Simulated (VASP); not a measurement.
Here is a VASP 6.6.1 calculation.

Contents of INCAR:

```
SYSTEM = Al2Cu
PREC = Accurate
ENCUT = 520
EDIFF = 1E-7
ISMEAR = 0
SIGMA = 0.15
LREAL = .False.
LASPH = .True.
NELM = 100
ALGO = Normal
ISIF = 2
LWAVE = .False.
LCHARG = .False.
GGA = CA
NBANDS = 16
```

File KPOINTS:

```
regular mesh
0
Gamma
  10 10 14
  0 0 0
```

Contents of POSCAR:

```
Al2Cu
1.0
    4.0422638858      0.0000000000      0.0000000000
    0.0000000000      4.0422638858      0.0000000000
    0.0000000000      0.0000000000      2.8213781230
Al Cu
2 1
Direct
    0.5000000000      0.0000000000      0.5000000000
    0.0000000000      0.5000000000      0.5000000000
    0.0000000000      0.0000000000      0.0000000000
```

Potentials or basis: VASP PAW LDA potentials, release 64 (Al, Cu).

Command:

```bash
$ cat potpaw_LDA.64/Al/POTCAR potpaw_LDA.64/Cu/POTCAR > POTCAR
$ mpirun -np 1 vasp_std > vasp.out
```

Task: Estimate the pressure.

Result: 0.3 GPa.
